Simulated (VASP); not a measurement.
Write the native input for VASP 6.6.1 that does the following.

* Task: single point
* Functional: r2SCAN
* Potentials or basis: VASP PAW PBE potentials, release 64 (C)
* Cutoff: 520 eV
* k mesh: 12 × 12 × 3
* Occupations: fermi-dirac, width 0.05 eV
* Spin: no spin polarisation
* Dipole correction: no
* Further INCAR settings: ALGO = Normal; EDIFF = 1e-06; NBANDS = 11

System: C, a slab with vacuum.

```
CELL_PARAMETERS angstrom
2.45617 0.00000 0.00000
-1.22809 2.12711 0.00000
0.00000 0.00000 8.52380
ATOMIC_POSITIONS crystal
C 0.66667 0.33333 0.00000
C 0.33333 0.66667 0.00000
```

These files were run (other wordings do the same):

POSCAR

```
C
1.0
    2.4561701622      0.0000000000      0.0000000000
   -1.2280850811      2.1271057565      0.0000000000
    0.0000000000      0.0000000000      8.5238033600
C
2
Direct
    0.6666666667      0.3333333333      0.0000000000
    0.3333333333      0.6666666667      0.0000000000
```

INCAR.step1

```
PREC     = Accurate       # precision mode
ENCUT    = 520            # plane-wave cutoff, eV
ISMEAR   = -1             # smearing method
SIGMA    = 0.05           # smearing width, eV
LREAL    = F              # projectors in reciprocal space
LASPH    = T              # aspherical terms in the spheres
NELM     = 80             # most SCF steps
NBANDS   = 11             # bands
GGA      = PE             # functional
ALGO     = Normal         # electronic algorithm
EDIFF    = 1E-4           # SCF threshold, eV
LWAVE    = T              # write WAVECAR
LCHARG   = F              # write CHGCAR
```

INCAR.step2

```
PREC     = Accurate       # precision mode
ENCUT    = 520            # plane-wave cutoff, eV
EDIFF    = 1E-6           # SCF threshold, eV
ISMEAR   = -1             # smearing method
SIGMA    = 0.05           # smearing width, eV
LREAL    = F              # projectors in reciprocal space
LASPH    = T              # aspherical terms in the spheres
NELM     = 80             # most SCF steps
ALGO     = Normal         # electronic algorithm
ISIF     = 2              # what is computed and relaxed
LWAVE    = F              # write WAVECAR
LCHARG   = F              # write CHGCAR
METAGGA  = R2SCAN         # meta-GGA
LMIXTAU  = T            
NBANDS   = 11             # bands
ISTART   = 1
```

KPOINTS

```
Automatic mesh
0
Gamma
  12 12 3
```

Potentials or basis: VASP PAW PBE potentials, release 64 (C).

The run is started by

```bash
$ cat potpaw_PBE.64/C/POTCAR > POTCAR
$ cp INCAR.step1 INCAR
$ mpirun -np 1 vasp_std > vasp.out
$ cp INCAR.step2 INCAR
$ mpirun -np 1 vasp_std > vasp.out
```

Results of the run:

| Item | Value |
| --- | --- |
| Band gap on the k mesh | zero (filled and empty bands touch) |

Wall time 54 s on 1 thread of Intel(R) Xeon(R) Platinum 8559C (Emerald Rapids), with other jobs on the host, peak memory 0.15 GiB.
